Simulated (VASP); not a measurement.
# Cr (Pm-3m) in VASP: notebook

Runs on Cr. Level: PBE. Tasks: single point.

Everything below comes from runs of VASP 6.6.1. Logs are shortened: lines on timing, memory, paths and dates and some standing lists are left out, and cuts for length are marked.

**1. The cell of the first run**

The structure is cubic, space group Pm-3m (No. 221). The conventional cell has a = 2.309 Å, b = 2.309 Å, c = 2.309 Å, α = 90.00°, β = 90.00°, γ = 90.00°. Within 3.1 Å of Cr (site symmetry m-3m) lie 6 Cr at 2.31 Å.

**2. Single point, PBE, collinear spin, antiferromagnetic start (volume scaled by 0.96)**

The input, INCAR:

```
ALGO = Normal
EDIFF = 1E-7
ENCUT = 520
GGA = PE
ISIF = 2
ISMEAR = -1
ISPIN = 2
LASPH = T
LCHARG = T
LELF = T
LMAXMIX = 4
LORBIT = 11
LREAL = F
LVHAR = T
LWAVE = F
MAGMOM = 0.191 -0.191
NBANDS = 23
NELM = 150
PREC = Accurate
SIGMA = 0.05
```

The input, KPOINTS:

```
k-points
0
Gamma
  13 13 13
```

The input, POSCAR:

```
Cr
1.0
    0.0000000000      2.3088439251      2.3088439251
    2.3088439251      0.0000000000      2.3088439251
    2.3088439251      2.3088439251      0.0000000000
Cr
2
Direct
    0.0000000000      0.0000000000      0.0000000000
    0.5000000000      0.5000000000      0.5000000000
```

Potentials or basis: VASP PAW PBE potentials, release 64 (Cr_pv).

On the command line:

```console
$ cat potpaw_PBE.64/Cr_pv/POTCAR > POTCAR
$ mpirun -np 1 vasp_std > vasp.out
```

OUTCAR:

```text
EDIFF = 1E-7
   ENCUT = 520
   GGA = PE
   ISIF = 2
   ISMEAR = -1
   ISPIN = 2
   LASPH = T
   LORBIT = 11
   LREAL = F
   NELM = 150
   PREC = Accurate

 ion  position               nearest neighbor table
   1  0.000  0.000  0.000-   2 2.31   2 2.31   2 2.31   2 2.31   2 2.31   2 2.31
   2  0.500  0.500  0.500-   1 2.31   1 2.31   1 2.31   1 2.31   1 2.31   1 2.31

  LATTYP: Found a face centered cubic cell.
 ALAT       =     4.6176878502

  Lattice vectors:

 A1 = (   0.0000000000,   2.3088439251,   2.3088439251)
 A2 = (   2.3088439251,   0.0000000000,   2.3088439251)
 A3 = (   2.3088439251,   2.3088439251,   0.0000000000)

Analysis of symmetry for initial positions (statically):
=====================================================================
 Subroutine PRICEL returns following result:

  LATTYP: Found a simple cubic cell.
 ALAT       =     2.3088439251

  Lattice vectors:

 A1 = (  -2.3088439251,   0.0000000000,   0.0000000000)
 A2 = (   0.0000000000,   0.0000000000,   2.3088439251)
 A3 = (   0.0000000000,   2.3088439251,   0.0000000000)

   2 primitive cells build up your supercell.

 Routine SETGRP: Setting up the symmetry group for a
 face centered cubic supercell.

 Subroutine GETGRP returns: Found 48 space group operations
 (whereof 48 operations were pure point group operations)
 out of a pool of 48 trial point group operations.

The static configuration has the point symmetry O_h .

Analysis of symmetry for dynamics (positions and initial velocities):
=====================================================================
 Subroutine PRICEL returns following result:

  LATTYP: Found a simple cubic cell.
 ALAT       =     2.3088439251

  Lattice vectors:

 A1 = (  -2.3088439251,   0.0000000000,   0.0000000000)
 A2 = (   0.0000000000,   0.0000000000,   2.3088439251)
 A3 = (   0.0000000000,   2.3088439251,   0.0000000000)

   2 primitive cells build up your supercell.

 Routine SETGRP: Setting up the symmetry group for a
 face centered cubic supercell.

 Subroutine GETGRP returns: Found 48 space group operations
 (whereof 48 operations were pure point group operations)
 out of a pool of 48 trial point group operations.

The dynamic configuration has the point symmetry O_h .

Analysis of structural, dynamic, and magnetic symmetry:
=====================================================================
 Subroutine PRICEL returns following result:

  LATTYP: Found a simple cubic cell.
 ALAT       =     2.3088439251

  Lattice vectors:

 A1 = (  -2.3088439251,   0.0000000000,   0.0000000000)
 A2 = (   0.0000000000,   0.0000000000,   2.3088439251)
 A3 = (   0.0000000000,   2.3088439251,   0.0000000000)

   2 primitive cells build up your supercell.

 Routine SETGRP: Setting up the symmetry group for a
 face centered cubic supercell.

 Subroutine GETGRP returns: Found 48 space group operations
 (whereof 48 operations were pure point group operations)
 out of a pool of 48 trial point group operations.

The overall configuration has the point symmetry O_h .

 Subroutine INISYM returns: Found 48 space group operations
 (whereof 48 operations are pure point group operations),
 and found     2 'primitive' translations

----------------------------------------------------------------------------------------

                                     Primitive cell

  volume of cell :      12.3079

  direct lattice vectors                    reciprocal lattice vectors
    -2.308843925  0.000000000  0.000000000    -0.433117193  0.000000000  0.000000000
     0.000000000  0.000000000  2.308843925     0.000000000  0.000000000  0.433117193
     0.000000000  2.308843925  0.000000000     0.000000000  0.433117193  0.000000000

  length of vectors
     2.308843925  2.308843925  2.308843925     0.433117193  0.433117193  0.433117193

  position of ions in fractional coordinates (direct lattice)
     0.000000000  0.000000000  0.000000000

  ion indices of the primitive-cell ions
   primitive index   ion index
                 1           1

----------------------------------------------------------------------------------------

 KPOINTS: k-points

Automatic generation of k-mesh.
 Grid dimensions read from file:
 generate k-points for:   13   13   13

 Generating k-lattice:

  Cartesian coordinates                     Fractional coordinates (reciprocal lattice)
    -0.016658354  0.016658354  0.016658354     0.076923077  0.000000000  0.000000000
     0.016658354 -0.016658354  0.016658354     0.000000000  0.076923077  0.000000000
     0.016658354  0.016658354 -0.016658354     0.000000000  0.000000000  0.076923077

  Length of vectors
     0.028853115  0.028853115  0.028853115

  Shift w.r.t. Gamma in fractional coordinates (k-lattice)
     0.000000000  0.000000000  0.000000000

 Subroutine IBZKPT returns following result:
 ===========================================

 Found     84 irreducible k-points:

 Following reciprocal coordinates:
            Coordinates               Weight
  0.000000  0.000000  0.000000      1.000000
  0.076923  0.000000  0.000000      8.000000
  0.153846  0.000000  0.000000      8.000000
  0.230769  0.000000  0.000000      8.000000
  0.307692  0.000000  0.000000      8.000000
  0.384615  0.000000  0.000000      8.000000
[... 16 lines left out ...]
  0.384615  0.153846  0.000000     24.000000
  0.461538  0.153846  0.000000     24.000000
 [... further k-points ...]
   k-points           NKPTS =     84   k-points in BZ     NKDIM =     84   number of bands    NBANDS=     23
   number of dos      NEDOS =    301   number of ions     NIONS =      2
   total plane-waves  NPLWV =  13824
   dimension x,y,z NGX =    24 NGY =   24 NGZ =   24
   dimension x,y,z NGXF=    48 NGYF=   48 NGZF=   48
   ions per type =               2
   NGX,Y,Z   is equivalent  to a cutoff of  12.22, 12.22, 12.22 a.u.
   NGXF,Y,Z  is equivalent  to a cutoff of  24.44, 24.44, 24.44 a.u.
 SYSTEM =  unknown system
   PREC   = accura    normal or accurate (medium, high low for compatibility)
   ISTART =      0    job   : 0-new  1-cont  2-samecut
   ICHARG =      2    charge: 1-file 2-atom 10-const
   ISPIN  =      2    spin polarized calculation?
   LNONCOLLINEAR =      F non collinear calculations
   LSORBIT =      F    spin-orbit coupling
   LASPH  =      T    aspherical Exc in radial PAW
   ENCUT  =  520.0 eV  38.22 Ry    6.18 a.u.   6.07  6.07  6.07*2*pi/ulx,y,z
   NELM   =    150;   NELMIN=  2; NELMDL= -5     # of ELM steps
   EDIFF  = 0.1E-06   stopping-criterion for ELM
   LREAL  =      F    real-space projection
   EDIFFG = 0.1E-05   stopping-criterion for IOM
   NSW    =      0    number of steps for IOM
   IBRION =     -1    ionic relax: 0-MD 1-quasi-New 2-CG
   NFREE  =      0    steps in history (QN), initial steepest desc. (CG)
   ISIF   =      2    stress and relaxation
   ISYM   =      2    0-nonsym 1-usesym 2-fastsym
   POTIM  = 0.5000    time-step for ionic-motion
   TEBEG  =    0.0;   TEEND  =   0.0 temperature during run
   PSTRESS=    0.0 pullay stress
   NELECT =      24.0000    total number of electrons
   NUPDOWN=      -1.0000    fix difference up-down
   EMIN   =  10.00;   EMAX   =-10.00  energy-range for DOS
   EFERMI =   0.00;   METHOD = LEGACY
   ISMEAR =    -1;   SIGMA  =   0.05  broadening in eV -4-tet -1-fermi 0-gaus
   EFERMI_NEDOS =   21; number of points for ismear=-14 and -15
   IALGO  =     38    algorithm
   IMIX   =      4    mixing-type and parameters
     AMIX     =   0.40;   BMIX     =  1.00
     AMIX_MAG =   1.60;   BMIX_MAG =  1.00
  volume/ion in A,a.u.               =      12.31        83.06
  Fermi-wavevector in a.u.,A,eV,Ry     =   1.623332  3.067653 35.854163  2.635207
  Thomas-Fermi vector in A             =   2.716799
   LORBIT       =     11    0 simple, 1 ext, 2 COOP (PROOUT), +10 PAW based schemes
   GGA     = PE    functional components
   LHFCALC =     F    Hartree Fock is set to
   AEXX    =    0.0000 exact exchange contribution
   IVDW    =     0    specifies the selected vdW correction
   LEPSILON=     F    determine dielectric tensor
   LRPA    =     F    only Hartree local field effects (RPA)
 spin polarized calculation
  energy-cutoff  :      520.00
  volume of cell :       24.62
 maximum number of plane-waves:       676
   NGX = 13   NGY = 13   NGZ = 13

 number of electron      23.9999997 magnetization      -0.0000000

 number of electron      23.9999997 magnetization       0.0000000

 Free energy of the ion-electron system (eV)
  ---------------------------------------------------
  ext. energy  EPLUGINS =         0.00000000
  ---------------------------------------------------
  free energy    TOTEN  =       -16.98448813 eV

  energy without entropy =      -16.96193917  energy(sigma->0) =      -16.97321365

 E-fermi :  10.1888     XC(G=0): -13.1745

 val. band max:       10.1808101294   @ k =  -0.4615   0.3846   0.1538
 cond. band min:      10.1922002044   @ k =  -0.2308   0.3846   0.1538
 fundamental gap:      0.0113900751
 Fermi energy:        10.1888478504

 spin component 1

 k-point     1 :       0.0000    0.0000    0.0000
  band No.  band energies     occupation
      1     -33.1138      1.00000
      2     -33.1138      1.00000
      3     -33.1138      1.00000
      4     -32.2882      1.00000
      5     -32.2882      1.00000
      6     -32.2882      1.00000
[... 613 lines left out ...]
     22      21.9344      0.00000
     23      24.6901      0.00000

 [... further k-points ...]

 spin component 2

 k-point     1 :       0.0000    0.0000    0.0000
  band No.  band energies     occupation
      1     -33.1138      1.00000
      2     -33.1138      1.00000
      3     -33.1138      1.00000
      4     -32.2882      1.00000
      5     -32.2882      1.00000
      6     -32.2882      1.00000
[... 613 lines left out ...]
     22      21.9344      0.00000
     23      24.6901      0.00000

 [... further k-points ...]

------------------------ aborting loop because EDIFF is reached ----------------------------------------

  FORCE on cell =-STRESS in cart. coord.  units (eV):
  Direction    XX          YY          ZZ          XY          YZ          ZX
  --------------------------------------------------------------------------------------
  -------------------------------------------------------------------------------------
  Total        1.2202120      1.2202120      1.2202120     -0.0000000      0.0000000     -0.0000000
  in kB       79.4204117     79.4204117     79.4204117     -0.0000000      0.0000000     -0.0000000
  external PRESSURE =      79.4204117 kB  Pullay stress =       0.0000000 kB

 VOLUME and BASIS-vectors are now :
 -----------------------------------------------------------------------------
  energy-cutoff  :      520.00
  volume of cell :       24.62
      direct lattice vectors                 reciprocal lattice vectors
     0.000000000  2.308843925  2.308843925    -0.216558597  0.216558597  0.216558597
     2.308843925  0.000000000  2.308843925     0.216558597 -0.216558597  0.216558597
     2.308843925  2.308843925  0.000000000     0.216558597  0.216558597 -0.216558597

 POSITION                                       TOTAL-FORCE (eV/Angst)
 -----------------------------------------------------------------------------------
      0.00000      0.00000      0.00000         0.000000     -0.000000     -0.000000
      2.30884      2.30884      2.30884        -0.000000      0.000000      0.000000
 -----------------------------------------------------------------------------------
    total drift:                                0.000000     -0.000000      0.000000

  FREE ENERGIE OF THE ION-ELECTRON SYSTEM (eV)
  ---------------------------------------------------
  free  energy   TOTEN  =       -16.9844881309 eV

  energy  without entropy=      -16.9619391747  energy(sigma->0) =      -16.97321365

 total charge

# of ion       s       p       d       tot
------------------------------------------
    1        0.453   6.315   4.393  11.161
    2        0.453   6.315   4.393  11.161
--------------------------------------------------
tot          0.905  12.630   8.787  22.322

 magnetization (x)

# of ion       s       p       d       tot
------------------------------------------
    1       -0.000  -0.000  -0.000  -0.000
    2        0.000   0.000   0.000   0.000
--------------------------------------------------
tot          0.000   0.000   0.000   0.000
```

It took 75 s on 1 thread of Intel Xeon 6975P-C, shared host; peak memory 0.2 GiB.

Results:

| Item | Value |
| --- | --- |
| Free energy | -16.9845 eV |
| Pressure | 7.9 GPa |
| Band gap on the k mesh | zero (filled and empty bands overlap) |
| Net moment | 0.00 μB per cell |
| Valence electrons inside the program's atomic spheres | Cr 11.16 |

Caveat: the cell differs from its parent crystal (volume scaled by 0.96).

**3. Single point, PBE, collinear spin, antiferromagnetic start**

This run uses another cell than the first one, of 12.82 Å³/atom, 1.042 times its volume.

The input, INCAR:

```
SYSTEM = Cr
PREC = Accurate ; ENCUT = 520
EDIFF = 1E-6 ; ISMEAR = -1
SIGMA = 0.05 ; LREAL = .FALSE.
LASPH = .TRUE. ; NELM = 150
ALGO = Normal ; ISIF = 2
LWAVE = .FALSE. ; LCHARG = .FALSE.
ISPIN = 2 ; MAGMOM = 0.191 -0.191
LORBIT = 11 ; LMAXMIX = 4
GGA = PE ; NBANDS = 23
```

The input, KPOINTS:

```
Automatic mesh
0
G
  13 13 13
  0 0 0
```

The input, POSCAR:

```
Cr
1.0
    0.0000000000      2.3404758548      2.3404758548
    2.3404758548      0.0000000000      2.3404758548
    2.3404758548      2.3404758548      0.0000000000
Cr
2
Direct
    0.0000000000      0.0000000000      0.0000000000
    0.5000000000      0.5000000000      0.5000000000
```

Potentials or basis: VASP PAW PBE potentials, release 64 (Cr_pv).

On the command line:

```console
$ cat potpaw_PBE.64/Cr_pv/POTCAR > POTCAR
$ mpirun -np 1 vasp_std > vasp.out
```

OUTCAR:

```text
SYSTEM = Cr
   PREC = Accurate
   ENCUT = 520
   EDIFF = 1E-6
   ISMEAR = -1
   LREAL = .FALSE.
   LASPH = .TRUE.
   NELM = 150
   ISIF = 2
   ISPIN = 2
   LORBIT = 11
   GGA = PE

 ion  position               nearest neighbor table
   1  0.000  0.000  0.000-   2 2.34   2 2.34   2 2.34   2 2.34   2 2.34   2 2.34
   2  0.500  0.500  0.500-   1 2.34   1 2.34   1 2.34   1 2.34   1 2.34   1 2.34

  LATTYP: Found a face centered cubic cell.
 ALAT       =     4.6809517096

  Lattice vectors:

 A1 = (   0.0000000000,   2.3404758548,   2.3404758548)
 A2 = (   2.3404758548,   0.0000000000,   2.3404758548)
 A3 = (   2.3404758548,   2.3404758548,   0.0000000000)

Analysis of symmetry for initial positions (statically):
=====================================================================
 Subroutine PRICEL returns following result:

  LATTYP: Found a simple cubic cell.
 ALAT       =     2.3404758548
[... 12 lines left out ...]
 Subroutine GETGRP returns: Found 48 space group operations
 (whereof 48 operations were pure point group operations)
 out of a pool of 48 trial point group operations.

The static configuration has the point symmetry O_h .

Analysis of symmetry for dynamics (positions and initial velocities):
=====================================================================
 Subroutine PRICEL returns following result:

  LATTYP: Found a simple cubic cell.
 ALAT       =     2.3404758548
[... 12 lines left out ...]
 Subroutine GETGRP returns: Found 48 space group operations
 (whereof 48 operations were pure point group operations)
 out of a pool of 48 trial point group operations.

The dynamic configuration has the point symmetry O_h .

Analysis of structural, dynamic, and magnetic symmetry:
=====================================================================
 Subroutine PRICEL returns following result:

  LATTYP: Found a simple cubic cell.
 ALAT       =     2.3404758548
[... 12 lines left out ...]
 Subroutine GETGRP returns: Found 48 space group operations
 (whereof 48 operations were pure point group operations)
[... 137 lines left out ...]

 number of electron      23.9999990 magnetization      -0.0000000

 number of electron      23.9999990 magnetization       0.0000000

 Free energy of the ion-electron system (eV)
  ---------------------------------------------------
  ext. energy  EPLUGINS =         0.00000000
  ---------------------------------------------------
  free energy    TOTEN  =       -17.00809253 eV

  energy without entropy =      -16.98412884  energy(sigma->0) =      -16.99611068

 E-fermi :   9.6425     XC(G=0): -12.9471

 val. band max:        9.6197691548   @ k =  -0.2308   0.3846   0.1538
 cond. band min:       9.6473076281   @ k =  -0.3846   0.3846   0.0000
 fundamental gap:      0.0275384733
 Fermi energy:         9.6425431677

 spin component 1

 k-point     1 :       0.0000    0.0000    0.0000
  band No.  band energies     occupation
      1     -33.6260      1.00000
      2     -33.6260      1.00000
      3     -33.6260      1.00000
      4     -32.8839      1.00000
      5     -32.8839      1.00000
      6     -32.8839      1.00000
[... 613 lines left out ...]
     22      20.9676      0.00000
     23      23.7160      0.00000

 [... further k-points ...]

 spin component 2

 k-point     1 :       0.0000    0.0000    0.0000
  band No.  band energies     occupation
      1     -33.6260      1.00000
      2     -33.6260      1.00000
      3     -33.6260      1.00000
      4     -32.8839      1.00000
      5     -32.8839      1.00000
      6     -32.8839      1.00000
[... 613 lines left out ...]
     22      20.9676      0.00000
     23      23.7160      0.00000

 [... further k-points ...]
[... 5 lines left out ...]
  --------------------------------------------------------------------------------------
  -------------------------------------------------------------------------------------
  Total       -0.0689484     -0.0689484     -0.0689484     -0.0000000      0.0000000      0.0000000
  in kB       -4.3081657     -4.3081657     -4.3081657     -0.0000000      0.0000000      0.0000000
  external PRESSURE =      -4.3081657 kB  Pullay stress =       0.0000000 kB

 VOLUME and BASIS-vectors are now :
 -----------------------------------------------------------------------------
  energy-cutoff  :      520.00
  volume of cell :       25.64
      direct lattice vectors                 reciprocal lattice vectors
     0.000000000  2.340475855  2.340475855    -0.213631770  0.213631770  0.213631770
     2.340475855  0.000000000  2.340475855     0.213631770 -0.213631770  0.213631770
     2.340475855  2.340475855  0.000000000     0.213631770  0.213631770 -0.213631770

 POSITION                                       TOTAL-FORCE (eV/Angst)
 -----------------------------------------------------------------------------------
      0.00000      0.00000      0.00000         0.000000     -0.000000      0.000000
      2.34048      2.34048      2.34048        -0.000000      0.000000     -0.000000
 -----------------------------------------------------------------------------------
    total drift:                                0.000000      0.000000      0.000000

  FREE ENERGIE OF THE ION-ELECTRON SYSTEM (eV)
  ---------------------------------------------------
  free  energy   TOTEN  =       -17.0080925284 eV

  energy  without entropy=      -16.9841288400  energy(sigma->0) =      -16.99611068

 total charge

# of ion       s       p       d       tot
------------------------------------------
    1        0.442   6.297   4.342  11.080
    2        0.442   6.297   4.342  11.080
--------------------------------------------------
tot          0.883  12.593   8.683  22.159

 magnetization (x)

# of ion       s       p       d       tot
------------------------------------------
    1        0.001   0.000   0.078   0.080
    2       -0.001  -0.000  -0.078  -0.080
--------------------------------------------------
tot          0.000   0.000   0.000   0.000
```

stdout:

```text
POSCAR found type information on POSCAR Cr
 POSCAR found :  1 types and       2 ions
 scaLAPACK will be used
 LDA part: xc-table for (Slater+PW92), standard interpolation
 POSCAR, INCAR and KPOINTS ok, starting setup
 FFT: planning ... GRIDC
 FFT: planning ... GRID_SOFT
 FFT: planning ... GRID
 WAVECAR not read
 entering main loop
```

Wall time 90 s (1 thread of Intel Xeon 6975P-C, shared host); peak memory 0.21 GiB.

What came out:

| Item | Value |
| --- | --- |
| Free energy | -17.0081 eV |
| Pressure | -0.4 GPa |
| Band gap on the k mesh | zero (filled and empty bands overlap) |
| Net moment | 0.00 μB per cell |
| Site moments | Cr +0.08, -0.08 μB |
| Valence electrons inside the program's atomic spheres | Cr 11.08 |
